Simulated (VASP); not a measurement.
Runs of VASP 6.6.1 on Be2C. The structure is that of space group Fm-3m (No. 225), or close to it. The cells are those of the table. 

```tsv
cell	gap on the mesh (eV)	pressure (GPa)
a = 3.121 Å, angles 60.0°, 3 atoms	1.13	-10.4
a = 3.030 Å, angles 60.0°, 3 atoms	1.17	(a)
a = 2.998 Å, angles 60.0°, 3 atoms	1.18	(c)
a = 3.091 Å, angles 60.0°, 3 atoms	(d)	-5.4
a = 2.933 Å, angles 60.0°, 3 atoms	1.21	32.6
a = 3.159 Å, angles 60.0°, 3 atoms	(b)	-16.1
```

Alike in all rows: task single point; level PBE; potentials or basis VASP PAW PBE potentials, release 64 (Be, C); no spin polarisation; k mesh 12 × 12 × 12; cutoff (eV) 600; smearing gaussian 0.02 eV.

Task: Estimate the missing entries.

Result: (a) 6.8; (b) 1.11; (c) 14.2; (d) 1.15.

A k mesh can miss the band edges.
